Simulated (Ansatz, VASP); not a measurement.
**Two plane-wave programs on SnSe2**

Contents of INCAR:

```
ALGO = Normal ; EDIFF = 1E-6
ENCUT = 520 ; GGA = PE
ISIF = 2 ; ISMEAR = 0
LASPH = T ; LCHARG = F
LREAL = F ; LWAVE = F
NBANDS = 20 ; NELM = 60
PREC = Accurate ; SIGMA = 0.05
```

File KPOINTS:

```
k-points
0
Gamma
  12 12 6
```

The input POSCAR:

```
SnSe2
1.0
    3.6966688181      0.0000000000      0.0000000000
   -1.8483344091      3.2014091059      0.0000000000
    0.0000000000      0.0000000000      6.3211100000
Sn Se
1 2
Direct
    0.0000000000      0.0000000000      0.0000000000
    0.3333333333      0.6666666667      0.2500000000
    0.6666666667      0.3333333333      0.7500000000
```

Input for Ansatz:

```yaml
crystal:
  lattice:
    - [3.6966688181, 0.0, 0.0]
    - [-1.8483344091, 3.2014091059, 0.0]
    - [0.0, 0.0, 6.32111]
  atoms:
    - { symbol: Sn, position: [0.0, 0.0, 0.0] }
    - { symbol: Se, position: [0.3333333333, 0.6666666667, 0.25] }
    - { symbol: Se, position: [0.6666666667, 0.3333333333, 0.75] }
basis:
  ecutwfc: 420
kpoints:
  mp_grid: { grid: [12, 12, 6] }
hamiltonian:
  xc: pbe
scf:
  occupations: { method: gaussian, width: 0.05 }
output:
  forces: true
  stress: true
  eigenvalues: true
```

Change from the starting cell: strain -0.030 along x and y, +0.030 along z, atoms carried along.

Alike in both runs: task single point; functional PBE; k mesh 12 × 12 × 6; occupations gaussian, width 0.05 eV; no spin polarisation.

```csv
,VASP,Ansatz
version,VASP 6.6.1,Ansatz 0.2.0
potentials or method,"VASP PAW PBE potentials, release 64 (Sn_d, Se), cutoff 520 eV","scalar-relativistic, plane waves, PAW"
valence electrons in the cell,26,46
```

Ansatz gave:

- gap on the k mesh at the Fermi level (eV): 0.64
- least direct gap on the mesh (eV): 1.23
- pressure (GPa): 8.1
- traceless stress, the component that is largest in VASP (GPa): -1.78
- rms of the force components (eV/Å): 0.330

Estimate VASP's values.

gap on the k mesh at the Fermi level (eV): 0.63; least direct gap on the mesh (eV): 1.23; pressure (GPa): 8.2; traceless stress, the component that is largest in VASP (GPa): -1.76; rms of the force components (eV/Å): 0.339.

Atom by atom the forces differ by 0.009 eV/Å (rms over components). VASP's potentials hold 26 valence electrons a cell and Ansatz's 46, so a difference there can come from the potentials and not from the codes.
